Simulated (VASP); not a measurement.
# Al (P6_3/mmc) in VASP: further runs

The runs below take Al through single point, with PBE, HSE06, PBE0.

Program: VASP 6.6.1. These are calculated values, not measurements. Logs are shortened: lines on timing, memory, paths and dates and some standing lists are left out, and cuts for length are marked.

## 1. The cell of the first run

It takes space group P6_3/mmc (No. 194, hexagonal). Conventional cell: a = 2.868 Å, b = 2.868 Å, c = 4.962 Å, α = 90.00°, β = 90.00°, γ = 120.00°. Within 3.8 Å of Al (site symmetry -6m2) lie 12 Al at 2.87 to 2.98 Å.

## 2. Single point, PBE (volume scaled by 1.06)

INCAR reads:

```
ALGO = Normal
EDIFF = 1E-7
ENCUT = 520
GGA = PE
ISIF = 2
ISMEAR = -1
LASPH = True
LCHARG = False
LREAL = False
LWAVE = False
NBANDS = 10
NELM = 100
PREC = Accurate
SIGMA = 0.05
```

KPOINTS reads:

```
k-points
0
Gamma
  11 11 6
```

POSCAR reads:

```
Al
1.0
    2.8676155389      0.0000000000      0.0000000000
   -1.4338077694      2.4834279049      0.0000000000
    0.0000000000      0.0000000000      4.9623026648
Al
2
Direct
    0.3333333333      0.6666666667      0.2500000000
    0.6666666667      0.3333333333      0.7500000000
```

Potentials or basis: VASP PAW PBE potentials, release 64 (Al).

Started as:

```console
cat potpaw_PBE.64/Al/POTCAR > POTCAR
mpirun -np 1 vasp_std > vasp.out
```

OUTCAR:

```text
EDIFF = 1E-7
   ENCUT = 520
   GGA = PE
   ISIF = 2
   ISMEAR = -1
   LASPH = True
   LREAL = False
   NELM = 100
   PREC = Accurate

 ion  position               nearest neighbor table
   1  0.333  0.667  0.250-   2 2.98   2 2.98   2 2.98   2 2.98   2 2.98   2 2.98
   2  0.667  0.333  0.750-   1 2.98   1 2.98   1 2.98   1 2.98   1 2.98   1 2.98

  LATTYP: Found a hexagonal cell.
 ALAT       =     2.8676155389
 C/A-ratio  =     1.7304630267

  Lattice vectors:

 A1 = (   2.8676155389,   0.0000000000,   0.0000000000)
 A2 = (  -1.4338077694,   2.4834279049,   0.0000000000)
 A3 = (   0.0000000000,   0.0000000000,   4.9623026648)

Analysis of symmetry for initial positions (statically):
=====================================================================
 Subroutine PRICEL returns:
 Original cell was already a primitive cell.

 Routine SETGRP: Setting up the symmetry group for a
 hexagonal supercell.

 Subroutine GETGRP returns: Found 24 space group operations
 (whereof 12 operations were pure point group operations)
 out of a pool of 24 trial point group operations.

The static configuration has the point symmetry D_3d.
 The point group associated with its full space group is D_6h.

Analysis of symmetry for dynamics (positions and initial velocities):
=====================================================================
 Subroutine PRICEL returns:
 Original cell was already a primitive cell.

 Routine SETGRP: Setting up the symmetry group for a
 hexagonal supercell.

 Subroutine GETGRP returns: Found 24 space group operations
 (whereof 12 operations were pure point group operations)
 out of a pool of 24 trial point group operations.

The dynamic configuration has the point symmetry D_3d.
 The point group associated with its full space group is D_6h.

 Subroutine INISYM returns: Found 24 space group operations
 (whereof 12 operations are pure point group operations),
 and found     1 'primitive' translations

----------------------------------------------------------------------------------------

                                     Primitive cell

  volume of cell :      35.3391

  direct lattice vectors                    reciprocal lattice vectors
     2.867615539  0.000000000  0.000000000     0.348721782  0.201334615  0.000000000
    -1.433807769  2.483427905  0.000000000     0.000000000  0.402669229  0.000000000
     0.000000000  0.000000000  4.962302665     0.000000000  0.000000000  0.201519348

  length of vectors
     2.867615539  2.867615539  4.962302665     0.402669229  0.402669229  0.201519348

  position of ions in fractional coordinates (direct lattice)
     0.333333333  0.666666667  0.250000000
     0.666666667  0.333333333  0.750000000

  ion indices of the primitive-cell ions
   primitive index   ion index
                 1           1
                 2           2

----------------------------------------------------------------------------------------

 KPOINTS: k-points

Automatic generation of k-mesh.
 Grid dimensions read from file:
 generate k-points for:   11   11    6

 Generating k-lattice:

  Cartesian coordinates                     Fractional coordinates (reciprocal lattice)
     0.031701980  0.018303147  0.000000000     0.090909091  0.000000000  0.000000000
     0.000000000  0.036606294  0.000000000     0.000000000  0.090909091  0.000000000
     0.000000000  0.000000000  0.033586558     0.000000000  0.000000000  0.166666667

  Length of vectors
     0.036606294  0.036606294  0.033586558

  Shift w.r.t. Gamma in fractional coordinates (k-lattice)
     0.000000000  0.000000000  0.000000000

 Subroutine IBZKPT returns following result:
 ===========================================

 Found     64 irreducible k-points:

 Following reciprocal coordinates:
            Coordinates               Weight
  0.000000  0.000000  0.000000      1.000000
  0.090909  0.000000  0.000000      6.000000
  0.181818 -0.000000  0.000000      6.000000
  0.272727  0.000000  0.000000      6.000000
  0.363636 -0.000000  0.000000      6.000000
  0.454545  0.000000  0.000000      6.000000
[... 16 lines left out ...]
  0.090909  0.090909  0.166667     12.000000
  0.181818  0.090909  0.166667     24.000000
 [... further k-points ...]
   k-points           NKPTS =     64   k-points in BZ     NKDIM =     64   number of bands    NBANDS=     10
   number of dos      NEDOS =    301   number of ions     NIONS =      2
   total plane-waves  NPLWV =  23040
   dimension x,y,z NGX =    24 NGY =   24 NGZ =   40
   dimension x,y,z NGXF=    48 NGYF=   48 NGZF=   80
   ions per type =               2
   NGX,Y,Z   is equivalent  to a cutoff of  13.91, 13.91, 13.40 a.u.
   NGXF,Y,Z  is equivalent  to a cutoff of  27.83, 27.83, 26.80 a.u.
 SYSTEM =  unknown system
   PREC   = accura    normal or accurate (medium, high low for compatibility)
   ISTART =      0    job   : 0-new  1-cont  2-samecut
   ICHARG =      2    charge: 1-file 2-atom 10-const
   ISPIN  =      1    spin polarized calculation?
   LNONCOLLINEAR =      F non collinear calculations
   LSORBIT =      F    spin-orbit coupling
   LASPH  =      T    aspherical Exc in radial PAW
   ENCUT  =  520.0 eV  38.22 Ry    6.18 a.u.   5.33  5.33  9.23*2*pi/ulx,y,z
   NELM   =    100;   NELMIN=  2; NELMDL= -5     # of ELM steps
   EDIFF  = 0.1E-06   stopping-criterion for ELM
   LREAL  =      F    real-space projection
   EDIFFG = 0.1E-05   stopping-criterion for IOM
   NSW    =      0    number of steps for IOM
   IBRION =     -1    ionic relax: 0-MD 1-quasi-New 2-CG
   NFREE  =      0    steps in history (QN), initial steepest desc. (CG)
   ISIF   =      2    stress and relaxation
   ISYM   =      2    0-nonsym 1-usesym 2-fastsym
   POTIM  = 0.5000    time-step for ionic-motion
   TEBEG  =    0.0;   TEEND  =   0.0 temperature during run
   PSTRESS=    0.0 pullay stress
   NELECT =       6.0000    total number of electrons
   NUPDOWN=      -1.0000    fix difference up-down
   EMIN   =  10.00;   EMAX   =-10.00  energy-range for DOS
[... 5 lines left out ...]
     AMIX     =   0.40;   BMIX     =  1.00
     AMIX_MAG =   1.60;   BMIX_MAG =  1.00
  volume/ion in A,a.u.               =      17.67       119.24
  Fermi-wavevector in a.u.,A,eV,Ry     =   0.906512  1.713058 11.180767  0.821763
  Thomas-Fermi vector in A             =   2.030208
   LORBIT       =      0    0 simple, 1 ext, 2 COOP (PROOUT), +10 PAW based schemes
   GGA     = PE    functional components
   LHFCALC =     F    Hartree Fock is set to
   AEXX    =    0.0000 exact exchange contribution
   IVDW    =     0    specifies the selected vdW correction
   LEPSILON=     F    determine dielectric tensor
   LRPA    =     F    only Hartree local field effects (RPA)
 non-spin polarized calculation
  energy-cutoff  :      520.00
  volume of cell :       35.34
 maximum number of plane-waves:       991
 NGX is ok and might be reduce to    24
   NGX = 11   NGY = 11   NGZ = 19

 number of electron       6.0000000 magnetization

 Free energy of the ion-electron system (eV)
  ---------------------------------------------------
  ext. energy  EPLUGINS =         0.00000000
  ---------------------------------------------------
  free energy    TOTEN  =        -7.41165115 eV

  energy without entropy =       -7.40627951  energy(sigma->0) =       -7.40896533

 E-fermi :   7.3238     XC(G=0):  -9.9509

 val. band max:        7.3087510262   @ k =   0.4545   0.0000   0.0000
 cond. band min:       7.4225629665   @ k =   0.3636   0.2727   0.5000
 fundamental gap:      0.1138119403
 Fermi energy:         7.3237847463

 k-point     1 :       0.0000    0.0000    0.0000
  band No.  band energies     occupation
      1      -3.3711      2.00000
      2       2.3301      2.00000
      3       2.7224      2.00000
      4      18.1972      0.00000
      5      18.2236      0.00000
      6      18.2236      0.00000
      7      18.6116      0.00000
      8      18.6116      0.00000
      9      19.0601      0.00000
     10      21.4300      0.00000

 k-point     2 :       0.0909    0.0000    0.0000
  band No.  band energies     occupation
      1      -3.1728      2.00000
      2       2.5253      2.00000
      3       2.9083      2.00000
      4      15.3435      0.00000
      5      16.6959      0.00000
      6      17.7154      0.00000
      7      19.0948      0.00000
      8      19.1254      0.00000
      9      20.4754      0.00000
     10      20.4916      0.00000

 k-point     3 :       0.1818   -0.0000    0.0000
  band No.  band energies     occupation
      1      -2.5796      2.00000
      2       3.1065      2.00000
      3       3.4659      2.00000
      4      12.0256      0.00000
      5      15.3347      0.00000
      6      16.3970      0.00000
      7      17.2642      0.00000
      8      17.6340      0.00000
      9      19.8918      0.00000
     10      19.9202      0.00000

 k-point     4 :       0.2727    0.0000    0.0000
  band No.  band energies     occupation
      1      -1.5963      2.00000
      2       4.0555      2.00000
      3       4.3944      2.00000
      4       8.9441      0.00000
      5      14.0120      0.00000
      6      14.3144      0.00000
      7      14.6450      0.00000
      8      15.9294      0.00000
      9      18.9789      0.00000
     10      20.0722      0.00000

 k-point     5 :       0.3636   -0.0000    0.0000
  band No.  band energies     occupation
      1      -0.2311      2.00000
      2       5.1971      2.00000
      3       5.6892      2.00000
      4       6.3407      2.00000
      5      11.4943      0.00000
      6      11.9018      0.00000
      7      13.6355      0.00000
      8      15.1674      0.00000
      9      18.3706      0.00000
     10      19.3370      0.00000

 k-point     6 :       0.4545    0.0000    0.0000
  band No.  band energies     occupation
      1       1.5020      2.00000
      2       3.5859      2.00000
      3       7.1490      1.94114
      4       7.3088      1.14921
      5       9.2332      0.00000
      6       9.5482      0.00000
      7      13.2965      0.00000
      8      14.7860      0.00000
      9      18.0675      0.00000
     10      18.9597      0.00000
[... 183 lines left out ...]
 k-point    21 :       0.3636   -0.0000    0.1667
  band No.  band energies     occupation
      1      -0.0678      2.00000
      2       3.7742      2.00000
      3       6.2234      2.00000
      4       7.6461      0.00317
      5      10.0632      0.00000
      6      13.5774      0.00000
      7      13.7788      0.00000
      8      15.2783      0.00000
      9      17.1959      0.00000
     10      18.4811      0.00000

 k-point    22 :       0.4545    0.0000    0.1667
  band No.  band energies     occupation
      1       1.6628      2.00000
      2       3.7280      2.00000
      3       5.5668      2.00000
      4       7.5272      0.03362
      5       9.3901      0.00000
      6      11.3212      0.00000
      7      13.4398      0.00000
      8      14.9148      0.00000
      9      16.8641      0.00000
     10      18.6648      0.00000

 k-point    23 :       0.0909    0.0909    0.1667
  band No.  band energies     occupation
      1      -2.6110      2.00000
      2       1.3173      2.00000
      3       5.1725      2.00000
      4      13.8546      0.00000
      5      13.9465      0.00000
      6      16.1891      0.00000
      7      17.4578      0.00000
      8      17.5748      0.00000
      9      19.8813      0.00000
     10      20.1894      0.00000

 k-point    24 :       0.1818    0.0909    0.1667
  band No.  band energies     occupation
      1      -1.8235      2.00000
      2       2.0846      2.00000
      3       5.9083      2.00000
      4      10.7266      0.00000
      5      12.6441      0.00000
      6      14.4217      0.00000
      7      16.2173      0.00000
      8      16.7595      0.00000
      9      18.1856      0.00000
     10      19.2763      0.00000

 [... further k-points ...]
[... 5 lines left out ...]
  --------------------------------------------------------------------------------------
  -------------------------------------------------------------------------------------
  Total       -0.5847103     -0.5847103     -1.3282127     -0.0000000     -0.0000000     -0.0000000
  in kB      -26.5091395    -26.5091395    -60.2174664     -0.0000000     -0.0000000     -0.0000000
  external PRESSURE =     -37.7452485 kB  Pullay stress =       0.0000000 kB

 VOLUME and BASIS-vectors are now :
 -----------------------------------------------------------------------------
  energy-cutoff  :      520.00
  volume of cell :       35.34
      direct lattice vectors                 reciprocal lattice vectors
     2.867615539  0.000000000  0.000000000     0.348721782  0.201334615  0.000000000
    -1.433807769  2.483427905  0.000000000     0.000000000  0.402669229  0.000000000
     0.000000000  0.000000000  4.962302665     0.000000000  0.000000000  0.201519348

 POSITION                                       TOTAL-FORCE (eV/Angst)
 -----------------------------------------------------------------------------------
     -0.00000      1.65562      1.24058        -0.000000      0.000000      0.000000
      1.43381      0.82781      3.72173         0.000000     -0.000000      0.000000
 -----------------------------------------------------------------------------------
    total drift:                                0.000000     -0.000000      0.000000

  FREE ENERGIE OF THE ION-ELECTRON SYSTEM (eV)
  ---------------------------------------------------
  free  energy   TOTEN  =        -7.4116511502 eV

  energy  without entropy=       -7.4062795070  energy(sigma->0) =       -7.40896533
```

Wall time 7.5 s (1 thread of Intel Xeon 6975P-C, shared host); peak memory 0.16 GiB.

What came out:

```yaml
Free_energy: -7.4117 eV
Pressure: -3.8 GPa
Band_gap_on_the_k_mesh: zero (band 3 reaches 10.67 eV, above the bottom of band 4 at 4.42 eV)
```

Stress tensor (GPa, compression positive):
```
-2.65  0.00  0.00
 0.00 -2.65  0.00
 0.00  0.00 -6.02
```

Levels at points of the mesh, in eV from the Fermi level:
| k point | band 1 | band 2 | band 3 | band 4 | band 5 | band 6 | band 7 |
| --- | --- | --- | --- | --- | --- | --- | --- |
| (0.00, 0.00, 0.00) | -10.69 | -4.99 | -4.60 | 10.87 | 10.90 | 10.90 | 11.29 |
| (0.00, 0.00, 0.50) | -9.20 | -9.20 | 2.28 | 2.28 | 12.05 | 12.05 | 12.05 |

Caveat: the cell differs from its parent crystal (volume scaled by 1.06).

## 3. Single point, HSE06

This run uses another cell than the first one, of 15.67 Å³/atom, 0.887 times its volume.

POSCAR reads:

```
Al
1.0
    2.7550421937      0.0000000000      0.0000000000
   -1.3775210968      2.3859365282      0.0000000000
    0.0000000000      0.0000000000      4.7674986532
Al
2
Direct
    0.3333333333      0.6666666667      0.2500000000
    0.6666666667      0.3333333333      0.7500000000
```

INCAR.step1 reads:

```
  PREC = Accurate
  ENCUT = 520
  EDIFF = 1E-5
  ISMEAR = -1
  SIGMA = 0.05
  LREAL = F
  LASPH = T
  NELM = 60
  ALGO = Normal
  ISIF = 2
  LWAVE = T
  LCHARG = F
  NBANDS = 10
  GGA = PE
```

INCAR.step2 reads:

```
  PREC = Accurate
  ENCUT = 520
  EDIFF = 1E-6
  ISMEAR = -1
  SIGMA = 0.05
  LREAL = F
  LASPH = T
  NELM = 60
  ALGO = Normal
  ISIF = 2
  LWAVE = F
  LCHARG = F
  GGA = PE
  LHFCALC = T
  HFSCREEN = 0.2079
  PRECFOCK = Normal
  NBANDS = 10
  ISTART = 1
```

KPOINTS reads:

```
Automatic mesh
0
Gamma
  6 6 4
```

Potentials or basis: VASP PAW PBE potentials, release 64 (Al).

Started as:

```console
cat potpaw_PBE.64/Al/POTCAR > POTCAR
cp INCAR.step1 INCAR
mpirun -np 1 vasp_std > vasp.out
cp INCAR.step2 INCAR
mpirun -np 1 vasp_std > vasp.out
```

OUTCAR:

```text
PREC = Accurate
   ENCUT = 520
   EDIFF = 1E-6
   ISMEAR = -1
   LREAL = F
   LASPH = T
   NELM = 60
   ISIF = 2
   GGA = PE
   LHFCALC = T
   HFSCREEN = 0.2079
   PRECFOCK = Normal
   ISTART = 1

 ion  position               nearest neighbor table
   1  0.333  0.667  0.250-   2 2.87   2 2.87   2 2.87   2 2.87   2 2.87   2 2.87
   2  0.667  0.333  0.750-   1 2.87   1 2.87   1 2.87   1 2.87   1 2.87   1 2.87

  LATTYP: Found a hexagonal cell.
 ALAT       =     2.7550421937
 C/A-ratio  =     1.7304630267

  Lattice vectors:

 A1 = (   2.7550421937,   0.0000000000,   0.0000000000)
 A2 = (  -1.3775210968,   2.3859365282,   0.0000000000)
 A3 = (   0.0000000000,   0.0000000000,   4.7674986532)

Analysis of symmetry for initial positions (statically):
=====================================================================
 Subroutine PRICEL returns:
 Original cell was already a primitive cell.

 Routine SETGRP: Setting up the symmetry group for a
 hexagonal supercell.

 Subroutine GETGRP returns: Found 24 space group operations
 (whereof 12 operations were pure point group operations)
[... 174 lines left out ...]
 Fermi energy:         8.4334447051

 k-point     1 :       0.0000    0.0000    0.0000
  band No.  band energies     occupation
      1      -4.5583      2.00000
      2       2.6175      2.00000
      3       2.6923      2.00000
      4      21.0160      0.00000
      5      21.5743      0.00000
      6      21.5743      0.00000
      7      21.6150      0.00000
      8      21.6150      0.00000
      9      22.6518      0.00000
     10      25.0182      0.00000
[... 248 lines left out ...]
 k-point    21 :       0.3333    0.3333    0.5000
  band No.  band energies     occupation
      1       5.9249      2.00000
      2       5.9249      2.00000
      3       6.7174      2.00000
      4       6.7174      2.00000
      5       7.9358      1.99990
      6       7.9358      1.99990
      7      19.1987      0.00000
      8      19.1987      0.00000
      9      20.2251      0.00000
     10      20.2251      0.00000

------------------------ aborting loop because EDIFF is reached ----------------------------------------

  FORCE on cell =-STRESS in cart. coord.  units (eV):
  Direction    XX          YY          ZZ          XY          YZ          ZX
  --------------------------------------------------------------------------------------
  -------------------------------------------------------------------------------------
  Total        1.3170326      1.3170326      0.5024876      0.0000000     -0.0000000      0.0000000
  in kB       67.3332184     67.3332184     25.6896506      0.0000000     -0.0000000      0.0000000
  external PRESSURE =      53.4520292 kB  Pullay stress =       0.0000000 kB

 VOLUME and BASIS-vectors are now :
 -----------------------------------------------------------------------------
  energy-cutoff  :      520.00
  volume of cell :       31.34
      direct lattice vectors                 reciprocal lattice vectors
     2.755042194  0.000000000  0.000000000     0.362970848  0.209561317  0.000000000
    -1.377521097  2.385936528  0.000000000     0.000000000  0.419122633  0.000000000
     0.000000000  0.000000000  4.767498653     0.000000000  0.000000000  0.209753599

 POSITION                                       TOTAL-FORCE (eV/Angst)
 -----------------------------------------------------------------------------------
     -0.00000      1.59062      1.19187         0.000000     -0.000000      0.000000
      1.37752      0.79531      3.57562        -0.000000      0.000000     -0.000000
 -----------------------------------------------------------------------------------
    total drift:                               -0.000000     -0.000000     -0.000000

  FREE ENERGIE OF THE ION-ELECTRON SYSTEM (eV)
  ---------------------------------------------------
  free  energy   TOTEN  =        -8.1061240934 eV

  energy  without entropy=       -8.0968307754  energy(sigma->0) =       -8.10147743
```

Wall time 3.6 min (1 thread of AMD EPYC 9R45 (Zen 5), shared host); peak memory 0.21 GiB.

Results:

```
Free energy            : -8.1061 eV
Pressure               : 5.3 GPa
Band gap on the k mesh : zero (band 3 reaches 12.82 eV, above the bottom of band 4 at 4.99 eV)
```

Stress tensor (GPa, compression positive):
```
6.73 0.00 0.00
0.00 6.73 0.00
0.00 0.00 2.57
```

Caveat: the k points lie up to 0.44 Å⁻¹ apart; the PAW data sets were made with another functional, which shifts forces and pressure a little.

(Part 1 of 2 ends here.)
